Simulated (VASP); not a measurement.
Here is a VASP 6.6.1 calculation.

Contents of POSCAR:

```
ZnSe
1.0
    0.0000000000      2.7139745817      2.7139745817
    2.7139745817      0.0000000000      2.7139745817
    2.7139745817      2.7139745817      0.0000000000
Zn Se
1 1
Direct
    0.0000000000      0.0000000000      0.0000000000
    0.2500000000      0.2500000000      0.2500000000
```

Contents of INCAR.step1:

```
PREC     = Accurate       # precision mode
ENCUT    = 550            # plane-wave cutoff, eV
ISMEAR   = -1             # smearing method
SIGMA    = 0.05           # smearing width, eV
LREAL    = F              # projectors in reciprocal space
LASPH    = T              # aspherical terms in the spheres
NELM     = 120            # most SCF steps
NBANDS   = 16             # bands
GGA      = PE             # functional
ALGO     = Normal         # electronic algorithm
EDIFF    = 1E-5           # SCF threshold, eV
LWAVE    = T              # write WAVECAR
LCHARG   = F              # write CHGCAR
GGA_COMPAT= F
```

File INCAR.step2:

```
PREC     = Accurate       # precision mode
ENCUT    = 550            # plane-wave cutoff, eV
EDIFF    = 1E-6           # SCF threshold, eV
ISMEAR   = -1             # smearing method
SIGMA    = 0.05           # smearing width, eV
LREAL    = F              # projectors in reciprocal space
LASPH    = T              # aspherical terms in the spheres
NELM     = 120            # most SCF steps
ALGO     = Normal         # electronic algorithm
ISIF     = 2              # what is computed and relaxed
LWAVE    = F              # write WAVECAR
LCHARG   = F              # write CHGCAR
METAGGA  = R2SCAN         # meta-GGA
LMIXTAU  = T            
NBANDS   = 16             # bands
ISTART   = 1            
GGA_COMPAT= F
```

KPOINTS

```
Automatic mesh
0
Gamma
  11 11 11
```

Potentials or basis: VASP PAW PBE potentials, release 64 (Zn, Se).

The run is started by

```console
$ cat potpaw_PBE.64/Zn/POTCAR potpaw_PBE.64/Se/POTCAR > POTCAR
$ cp INCAR.step1 INCAR
$ mpirun -np 1 vasp_std > vasp.out
$ cp INCAR.step2 INCAR
$ mpirun -np 1 vasp_std > vasp.out
```

Problem. Estimate the band gap on the k mesh.

Solution. 2.46 eV.

Problem. Predict the pressure.

Solution. 11.3 GPa.

Caveat: the cell stands under pressure; the PAW data sets were made with another functional, which shifts forces and pressure a little.
